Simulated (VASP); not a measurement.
# CdSe (Cadmoselite) (P6_3mc) in VASP: further runs

The runs below take CdSe (Cadmoselite) through relaxation of cell and atoms, single point, with PBEsol, PBEsol+D4, PBE.

Program: VASP 6.6.1. These are calculated values, not measurements. Logs are shortened: lines on timing, memory, paths and dates and some standing lists are left out, and cuts for length are marked.

## (1) The cell of the first run

Symmetry: P6_3mc, No. 186, hexagonal system. The conventional cell has a = 4.300 Å, b = 4.300 Å, c = 7.020 Å, α = 90.00°, β = 90.00°, γ = 120.00°. Cd (site symmetry 3m) has 4 Se at 2.61 to 2.70 Å within 3.4 Å. Se (site symmetry 3m) has 4 Cd at 2.61 to 2.70 Å within 3.4 Å.

## (2) Relaxation of cell and atoms, PBEsol

Contents of INCAR:

```
  PREC = Accurate
  ENCUT = 600
  EDIFF = 1E-6
  ISMEAR = -1
  SIGMA = 0.05
  LREAL = False
  LASPH = True
  NELM = 60
  ALGO = Normal
  ISIF = 3
  LWAVE = False
  LCHARG = False
  GGA = PS
  IBRION = 2
  NSW = 60
  EDIFFG = -0.01
```

Contents of KPOINTS:

```
Automatic mesh
0
Gamma
  7 7 4
```

Contents of POSCAR:

```
CdSe
1.0
    4.3000000000      0.0000000000      0.0000000000
   -2.1500000000      3.7239092363      0.0000000000
    0.0000000000      0.0000000000      7.0200000000
Cd Se
2 2
Direct
    0.6666666667      0.3333333333      0.5000000000
    0.3333333333      0.6666666667      0.0000000000
    0.6666666667      0.3333333333      0.8850000000
    0.3333333333      0.6666666667      0.3850000000
```

Potentials or basis: VASP PAW PBE potentials, release 64 (Cd, Se).

Command:

```bash
$ cat potpaw_PBE.64/Cd/POTCAR potpaw_PBE.64/Se/POTCAR > POTCAR
$ mpirun -np 1 vasp_std > vasp.out
```

OUTCAR:

```text
PREC = Accurate
   ENCUT = 600
   EDIFF = 1E-6
   ISMEAR = -1
   LREAL = False
   LASPH = True
   NELM = 60
   ISIF = 3
   GGA = PS
   IBRION = 2
   NSW = 60
   EDIFFG = -0.01

 ion  position               nearest neighbor table
   1  0.667  0.333  0.500-   4 2.61   4 2.61   4 2.61   3 2.70
   2  0.333  0.667  0.000-   3 2.61   3 2.61   3 2.61   4 2.70
   3  0.667  0.333  0.885-   2 2.61   2 2.61   2 2.61   1 2.70
   4  0.333  0.667  0.385-   1 2.61   1 2.61   1 2.61   2 2.70

  LATTYP: Found a hexagonal cell.
 ALAT       =     4.3000000000
 C/A-ratio  =     1.6325581395

  Lattice vectors:

 A1 = (   4.3000000000,   0.0000000000,   0.0000000000)
 A2 = (  -2.1500000000,   3.7239092363,   0.0000000000)
 A3 = (   0.0000000000,   0.0000000000,   7.0200000000)

Analysis of symmetry for initial positions (statically):
=====================================================================
 Subroutine PRICEL returns:
 Original cell was already a primitive cell.

 Routine SETGRP: Setting up the symmetry group for a
 hexagonal supercell.

 Subroutine GETGRP returns: Found 12 space group operations
 (whereof  6 operations were pure point group operations)
 out of a pool of 24 trial point group operations.

The static configuration has the point symmetry C_3v.
 The point group associated with its full space group is C_6v.

Analysis of symmetry for dynamics (positions and initial velocities):
=====================================================================
 Subroutine PRICEL returns:
 Original cell was already a primitive cell.

 Routine SETGRP: Setting up the symmetry group for a
 hexagonal supercell.

 Subroutine GETGRP returns: Found 12 space group operations
 (whereof  6 operations were pure point group operations)
 out of a pool of 24 trial point group operations.

The dynamic configuration has the point symmetry C_3v.
 The point group associated with its full space group is C_6v.

 Subroutine INISYM returns: Found 12 space group operations
 (whereof  6 operations are pure point group operations),
 and found     1 'primitive' translations

----------------------------------------------------------------------------------------

                                     Primitive cell

  volume of cell :     112.4099

  direct lattice vectors                    reciprocal lattice vectors
     4.300000000  0.000000000  0.000000000     0.232558140  0.134267504  0.000000000
    -2.150000000  3.723909236  0.000000000     0.000000000  0.268535009  0.000000000
     0.000000000  0.000000000  7.020000000     0.000000000  0.000000000  0.142450142

  length of vectors
     4.300000000  4.300000000  7.020000000     0.268535009  0.268535009  0.142450142

  position of ions in fractional coordinates (direct lattice)
     0.666666667  0.333333333  0.500000000
     0.333333333  0.666666667  0.000000000
     0.666666667  0.333333333  0.885000000
     0.333333333  0.666666667  0.385000000

  ion indices of the primitive-cell ions
   primitive index   ion index
                 1           1
                 2           2
                 3           3
                 4           4

----------------------------------------------------------------------------------------

 KPOINTS: Automatic mesh

Automatic generation of k-mesh.
 Grid dimensions read from file:
 generate k-points for:    7    7    4

 Generating k-lattice:

  Cartesian coordinates                     Fractional coordinates (reciprocal lattice)
     0.033222591  0.019181072  0.000000000     0.142857143  0.000000000  0.000000000
     0.000000000  0.038362144  0.000000000     0.000000000  0.142857143  0.000000000
     0.000000000  0.000000000  0.035612536     0.000000000  0.000000000  0.250000000

  Length of vectors
     0.038362144  0.038362144  0.035612536

  Shift w.r.t. Gamma in fractional coordinates (k-lattice)
     0.000000000  0.000000000  0.000000000

 Subroutine IBZKPT returns following result:
 ===========================================

 Found     24 irreducible k-points:

 Following reciprocal coordinates:
            Coordinates               Weight
  0.000000  0.000000  0.000000      1.000000
  0.142857  0.000000  0.000000      6.000000
  0.285714 -0.000000  0.000000      6.000000
  0.428571 -0.000000  0.000000      6.000000
  0.142857  0.142857  0.000000      6.000000
  0.285714  0.142857  0.000000     12.000000
[... 16 lines left out ...]
  0.428571  0.142857  0.500000      6.000000
  0.285714  0.285714  0.500000      6.000000
   k-points           NKPTS =     24   k-points in BZ     NKDIM =     24   number of bands    NBANDS=     22
   number of dos      NEDOS =    301   number of ions     NIONS =      4
   total plane-waves  NPLWV =  72576
   dimension x,y,z NGX =    36 NGY =   36 NGZ =   56
   dimension x,y,z NGXF=    72 NGYF=   72 NGZF=  112
   ions per type =               2   2
   NGX,Y,Z   is equivalent  to a cutoff of  13.92, 13.92, 13.26 a.u.
   NGXF,Y,Z  is equivalent  to a cutoff of  27.84, 27.84, 26.52 a.u.
 SYSTEM =  unknown system
   PREC   = accura    normal or accurate (medium, high low for compatibility)
   ISTART =      0    job   : 0-new  1-cont  2-samecut
   ICHARG =      2    charge: 1-file 2-atom 10-const
   ISPIN  =      1    spin polarized calculation?
   LNONCOLLINEAR =      F non collinear calculations
   LSORBIT =      F    spin-orbit coupling
   LASPH  =      T    aspherical Exc in radial PAW
   ENCUT  =  600.0 eV  44.10 Ry    6.64 a.u.   8.59  8.59 14.02*2*pi/ulx,y,z
   NELM   =     60;   NELMIN=  2; NELMDL= -5     # of ELM steps
   EDIFF  = 0.1E-05   stopping-criterion for ELM
   LREAL  =      F    real-space projection
   EDIFFG = -.1E-01   stopping-criterion for IOM
   NSW    =     60    number of steps for IOM
   IBRION =      2    ionic relax: 0-MD 1-quasi-New 2-CG
   NFREE  =      1    steps in history (QN), initial steepest desc. (CG)
   ISIF   =      3    stress and relaxation
   ISYM   =      2    0-nonsym 1-usesym 2-fastsym
   POTIM  = 0.5000    time-step for ionic-motion
   TEBEG  =    0.0;   TEEND  =   0.0 temperature during run
   PSTRESS=    0.0 pullay stress
   NELECT =      36.0000    total number of electrons
   NUPDOWN=      -1.0000    fix difference up-down
   EMIN   =  10.00;   EMAX   =-10.00  energy-range for DOS
   EFERMI =   0.00;   METHOD = LEGACY
   ISMEAR =    -1;   SIGMA  =   0.05  broadening in eV -4-tet -1-fermi 0-gaus
   EFERMI_NEDOS =   21; number of points for ismear=-14 and -15
   IALGO  =     38    algorithm
   IMIX   =      4    mixing-type and parameters
     AMIX     =   0.40;   BMIX     =  1.00
     AMIX_MAG =   1.60;   BMIX_MAG =  1.00
  volume/ion in A,a.u.               =      28.10       189.64
  Fermi-wavevector in a.u.,A,eV,Ry     =   1.120059  2.116604 17.068937  1.254531
  Thomas-Fermi vector in A             =   2.256702
   LORBIT       =      0    0 simple, 1 ext, 2 COOP (PROOUT), +10 PAW based schemes
   GGA     = PS    functional components
   LHFCALC =     F    Hartree Fock is set to
   AEXX    =    0.0000 exact exchange contribution
   IVDW    =     0    specifies the selected vdW correction
   LEPSILON=     F    determine dielectric tensor
   LRPA    =     F    only Hartree local field effects (RPA)
 conjugate gradient relaxation of ions
 non-spin polarized calculation
  energy-cutoff  :      600.00
  volume of cell :      112.41
 maximum number of plane-waves:      3791
 NGX is ok and might be reduce to    36
   NGX = 17   NGY = 17   NGZ = 29

--------------------------------------- Ionic step        1  -------------------------------------------

 number of electron      35.9999991 magnetization

 Free energy of the ion-electron system (eV)
  ---------------------------------------------------
  ext. energy  EPLUGINS =         0.00000000
  ---------------------------------------------------
  free energy    TOTEN  =       -12.33057329 eV

  energy without entropy =      -12.33052997  energy(sigma->0) =      -12.33055163

------------------------ aborting loop because EDIFF is reached ----------------------------------------

  FORCE on cell =-STRESS in cart. coord.  units (eV):
  Direction    XX          YY          ZZ          XY          YZ          ZX
  --------------------------------------------------------------------------------------
  -------------------------------------------------------------------------------------
  Total        0.7619159      0.7619159     -0.5742658      0.0000000     -0.0000000      0.0000000
  in kB       10.8595777     10.8595777     -8.1850042      0.0000000     -0.0000000      0.0000000
  external PRESSURE =       4.5113837 kB  Pullay stress =       0.0000000 kB
[... 95 lines left out ...]
  FREE ENERGIE OF THE ION-ELECTRON SYSTEM (eV)
  ---------------------------------------------------
  free  energy   TOTEN  =       -12.3465591170 eV

  energy  without entropy=      -12.3464988517  energy(sigma->0) =      -12.34652898

[... ionic steps 4 to 7 ...]

--------------------------------------- Ionic step        8  -------------------------------------------

 number of electron      35.9999999 magnetization

------------------------ aborting loop because EDIFF is reached ----------------------------------------

  FORCE on cell =-STRESS in cart. coord.  units (eV):
  Direction    XX          YY          ZZ          XY          YZ          ZX
  --------------------------------------------------------------------------------------
  -------------------------------------------------------------------------------------
  Total        0.0669105      0.0669105      0.0291842      0.0000000      0.0000000      0.0000000
  in kB        0.9487221      0.9487221      0.4138015      0.0000000      0.0000000      0.0000000
  external PRESSURE =       0.7704153 kB  Pullay stress =       0.0000000 kB
[... 61 lines left out ...]
  energy  without entropy=      -12.3502928919  energy(sigma->0) =      -12.35032463

--------------------------------------- Ionic step       10  -------------------------------------------

 number of electron      35.9999999 magnetization

 Free energy of the ion-electron system (eV)
  ---------------------------------------------------
  ext. energy  EPLUGINS =         0.00000000
  ---------------------------------------------------
  free energy    TOTEN  =       -12.35039042 eV

  energy without entropy =      -12.35032844  energy(sigma->0) =      -12.35035943

 E-fermi :   1.0653     XC(G=0):  -9.0647

 val. band max:        0.7722118095   @ k =   0.0000   0.0000   0.0000
 cond. band min:       1.3002534713   @ k =   0.0000   0.0000   0.0000
 fundamental gap:      0.5280416617
 Fermi energy:         1.0653212799

 k-point     1 :       0.0000    0.0000    0.0000
  band No.  band energies     occupation
      1     -11.8269      2.00000
      2     -11.4468      2.00000
      3      -7.1171      2.00000
      4      -7.1102      2.00000
      5      -7.1102      2.00000
      6      -7.0427      2.00000
[... 620 lines left out ...]
  FREE ENERGIE OF THE ION-ELECTRON SYSTEM (eV)
  ---------------------------------------------------
  free  energy   TOTEN  =       -12.3503904239 eV

  energy  without entropy=      -12.3503284432  energy(sigma->0) =      -12.35035943

 reached required accuracy - stopping structural energy minimisation
```

Run time: 4.7 min. Hardware: 1 thread of Intel Xeon Platinum 8559C (Emerald Rapids), shared host; peak memory 0.3 GiB.

Results:

```yaml
Free_energy: -12.3504 eV
Relaxed_volume: 28.29 Å³/atom
Relaxed_cell: a = 4.310 Å, b = 4.310 Å, c = 7.034 Å, α = 90.00°, β = 90.00°, γ = 120.00°
Space_group_after_relaxing_to_0.05_Å: P6_3mc (No. 186)
Energy_gained_by_relaxing: 5.0 meV/atom
Ionic_steps: 10
Pressure_after_relaxing: 0.0 GPa
Band_gap_on_the_k_mesh: 0.53 eV, direct
```

Step by step:
| step | energy change (eV) | largest force (eV/Å) | pressure (GPa) | volume (Å³) |
| --- | --- | --- | --- | --- |
| 1 | 0.0000 | 0.2745 | 0.45 | 112.41 |
| 2 | -0.0160 | 0.0634 | -0.25 | 113.69 |
| 3 | -0.0160 | 0.0678 | -0.24 | 113.67 |
| 4 | -0.0173 | 0.0374 | 0.04 | 113.07 |
| 5 | -0.0174 | 0.0228 | 0.17 | 112.79 |
| 6 | -0.0186 | 0.0177 | 0.15 | 112.85 |
| 7 | -0.0198 | 0.0038 | 0.08 | 113.00 |
| 8 | -0.0198 | 0.0045 | 0.08 | 113.00 |
| 9 | -0.0198 | 0.0031 | -0.06 | 113.31 |
| 10 | -0.0198 | 0.0005 | 0.01 | 113.16 |

Final structure:
```
CELL_PARAMETERS angstrom
4.30999 0.00000 0.00000
-2.15499 3.73256 0.00000
0.00000 0.00000 7.03429
ATOMIC_POSITIONS crystal
Cd 0.66667 0.33333 0.50465
Cd 0.33333 0.66667 0.00465
Se 0.66667 0.33333 0.88035
Se 0.33333 0.66667 0.38035
```

Caveat: the PAW data sets were made with another functional, which shifts forces and pressure a little.

## (3) Relaxation of cell and atoms, PBEsol+D4

Contents of INCAR:

```
PREC = Accurate ; ENCUT = 600
EDIFF = 1E-6 ; ISMEAR = -1
SIGMA = 0.05 ; LREAL = F
LASPH = T ; NELM = 100
ALGO = Normal ; ISIF = 3
LWAVE = F ; LCHARG = F
GGA = PS ; IVDW = 13
IBRION = 2 ; NSW = 60
EDIFFG = -0.01
```

KPOINTS is that of step 2.

POSCAR is that of step 2.

Potentials or basis: VASP PAW PBE potentials, release 64 (Cd, Se).

Command:

```bash
$ cat potpaw_PBE.64/Cd/POTCAR potpaw_PBE.64/Se/POTCAR > POTCAR
$ mpirun -np 1 vasp_std > vasp.out
```

It took 5.3 min on 1 thread of Intel Xeon Platinum 8559C (Emerald Rapids), shared host; peak memory 0.3 GiB.

The run converged. Its results:

| Quantity | Value |
| --- | --- |
| Free energy | -13.1192 eV |
| Relaxed volume | 27.75 Å³/atom |
| Relaxed cell | a = 4.281 Å, b = 4.281 Å, c = 6.993 Å, α = 90.00°, β = 90.00°, γ = 120.00° |
| Space group after relaxing (to 0.05 Å) | P6_3mc (No. 186) |
| Energy gained by relaxing | 5.5 meV/atom |
| Ionic steps | 11 |
| Pressure after relaxing | 0.0 GPa |
| Band gap on the k mesh | 0.57 eV, direct |
| Dispersion energy per atom | -0.194 eV |

The path:
```
step  energy change (eV)  largest force (eV/Å)  pressure (GPa)  volume (Å³)
   1              0.0000                0.2747           -0.59       112.41
   2             -0.0186                0.0642            0.11       110.72
   3             -0.0186                0.0604            0.12       110.70
   4             -0.0196                0.0411           -0.01       110.97
   5             -0.0202                0.0186           -0.16       111.29
   6             -0.0197                0.0274           -0.46       111.93
   7             -0.0203                0.0060           -0.25       111.47
   8             -0.0209                0.0048           -0.18       111.39
   9             -0.0220                0.0012           -0.08       111.14
  10             -0.0211                0.0070            0.16       110.62
  11             -0.0222                0.0011           -0.02       110.99
```

Final structure:
```cif
data_structure
_symmetry_space_group_name_H-M 'P 1'
_symmetry_Int_Tables_number 1
_cell_length_a 4.2810
_cell_length_b 4.2810
_cell_length_c 6.9931
_cell_angle_alpha 90.000
_cell_angle_beta 90.000
_cell_angle_gamma 120.000
_cell_volume 110.99
loop_
_atom_site_label
_atom_site_type_symbol
_atom_site_fract_x
_atom_site_fract_y
_atom_site_fract_z
_atom_site_occupancy
Cd1 Cd 0.66667 0.33333 0.50481 1
Cd2 Cd 0.33333 0.66667 0.00481 1
Se1 Se 0.66667 0.33333 0.88019 1
Se2 Se 0.33333 0.66667 0.38019 1
```

Levels at points of the mesh, in eV from the valence-band top:
```tsv
k point	band 16	band 17	band 18	band 19	band 20	band 21
(0.00, 0.00, 0.00)	-0.06	0.00	0.00	0.57	2.12	5.78
(0.00, 0.00, 0.50)	-0.42	-0.42	-0.42	2.30	2.30	5.76
```

Caveat: the PAW data sets were made with another functional, which shifts forces and pressure a little.

[end of part 1 of 2]
